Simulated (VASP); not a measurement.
A run of VASP 6.6.1 is set up as follows.

The input INCAR:

```
PREC     = Accurate       # precision mode
ENCUT    = 520            # plane-wave cutoff, eV
EDIFF    = 1E-7           # SCF threshold, eV
ISMEAR   = 0              # smearing method
SIGMA    = 0.05           # smearing width, eV
LREAL    = F              # projectors in reciprocal space
LASPH    = T              # aspherical terms in the spheres
NELM     = 80             # most SCF steps
ALGO     = Normal         # electronic algorithm
ISIF     = 2              # what is computed and relaxed
LWAVE    = F              # write WAVECAR
LCHARG   = T              # write CHGCAR
GGA      = PE             # functional
LELF     = T              # ELF
LVHAR    = T            
NBANDS   = 15             # bands
```

The input KPOINTS:

```
Automatic mesh
0
Gamma
  14 14 14
```

File POSCAR:

```
NiO
1.0
    1.4705186667      0.8490043481      2.4013337135
   -1.4705186667      0.8490043481      2.4013337135
    0.0000000000     -1.6980086962      2.4013337135
Ni O
1 1
Direct
    1.0000000000      0.0000000000      0.0000000000
    0.5000000000      0.5000000000      0.5000000000
```

Potentials or basis: VASP PAW PBE potentials, release 64 (Ni, O).

Command:

```sh
$ cat potpaw_PBE.64/Ni/POTCAR potpaw_PBE.64/O/POTCAR > POTCAR
$ mpirun -np 1 vasp_std > vasp.out
```

Q: Estimate the band gap on the k mesh.

A: Zero (band 8 reaches 9.36 eV, above the bottom of band 9 at 6.49 eV).

Q: What does it give for the pressure?

A: 0.1 GPa.

Caveat: the run has no spin polarisation, though such a crystal can be magnetic; semilocal functionals often make such compounds metallic where correlation or magnetic order opens a gap, which also shifts bond lengths. With open d or f shells a metallic result of PBE can be an artefact of self-interaction; +U or a hybrid may open a gap.
